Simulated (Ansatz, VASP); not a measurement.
C: VASP and Ansatz over several settings

```
C
1.0
     2.12732   -1.22828    0.00000
     2.12732    1.22828    0.00000
    -1.37907    0.00000    3.50283
C
2
Direct
  0.16664 0.16664 0.99991
  0.83336 0.83336 0.00009
```

Single points on this cell with VASP 6.6.1 and Ansatz 0.2.0. Each row is one pair of runs. Alike in all rows: spin: off.

| level | k mesh | smearing | VASP's potentials, cutoff | Ansatz's potentials, cutoff | gap on the k mesh at the Fermi level (eV), VASP | gap on the k mesh at the Fermi level (eV), Ansatz | least direct gap on the mesh (eV), VASP | least direct gap on the mesh (eV), Ansatz | pressure (GPa), VASP | pressure (GPa), Ansatz |
| --- | --- | --- | --- | --- | --- | --- | --- | --- | --- | --- |
| PBE | 13 × 13 × 8 | gaussian, width 0.014 eV | VASP PAW PBE potentials, release 64 (C), 520 eV | Ansatz PAW, 420 eV | 0.93 | 0.93 | 0.94 | 0.94 | 4.2 | 3.8 |
| PBE | 13 × 13 × 8 | gaussian, width 0.015 eV | VASP PAW PBE potentials, release 64 (C), 520 eV | Ansatz PAW, 420 eV | 0.93 | 0.93 | 0.94 | 0.94 | 4.2 | 3.8 |
| PBE | 13 × 13 × 8 | gaussian, width 0.016 eV | VASP PAW PBE potentials, release 64 (C), 520 eV | Ansatz PAW, 420 eV | 0.93 | 0.93 | 0.94 | 0.94 | 4.2 | 3.8 |
| PBE | 13 × 13 × 8 | gaussian, width 0.029 eV | VASP PAW PBE potentials, release 64 (C), 520 eV | Ansatz PAW, 420 eV | 0.93 | 0.93 | 0.94 | 0.94 | 4.2 | 3.8 |
| PBE | 13 × 13 × 8 | gaussian, width 0.03 eV | VASP PAW PBE potentials, release 64 (C), 520 eV | Ansatz PAW, 420 eV | 0.93 | 0.93 | 0.94 | 0.94 | 4.2 | 3.8 |
| r2SCAN-based global hybrid | 7 × 7 × 4 | fermi-dirac, width 0.05 eV | VASP PAW PBE potentials, release 64 (C), 520 eV | Ansatz PAW, 500 eV | 3.58 | 3.51 | 3.59 | 3.53 | -3.9 | -4.5 |
| LDA | 13 × 13 × 8 | fermi-dirac, width 0.05 eV | VASP PAW LDA potentials, release 64 (C), 520 eV | Ansatz PAW, 420 eV | 0.90 | 0.90 | 0.91 | 0.91 | -3.4 | -4.1 |
| r2SCAN | 13 × 13 × 8 | fermi-dirac, width 0.05 eV | VASP PAW PBE potentials, release 64 (C), 520 eV | Ansatz PAW, 500 eV | 0.99 | 0.99 | 1.00 | 1.00 | 0.5 | -0.2 |

Gap on the k mesh at the fermi level (eV): the two programs differ by at most 0.066; least direct gap on the mesh (eV): the two programs differ by at most 0.065; pressure (GPa): the two programs differ by at most 0.75.

The k mesh is coarse in some rows, so the values compare programs but aren't converged. Noted on Ansatz's runs: odd divisions of the mesh miss points on the zone boundary, where band edges often lie, so the gap on the mesh can be too wide.
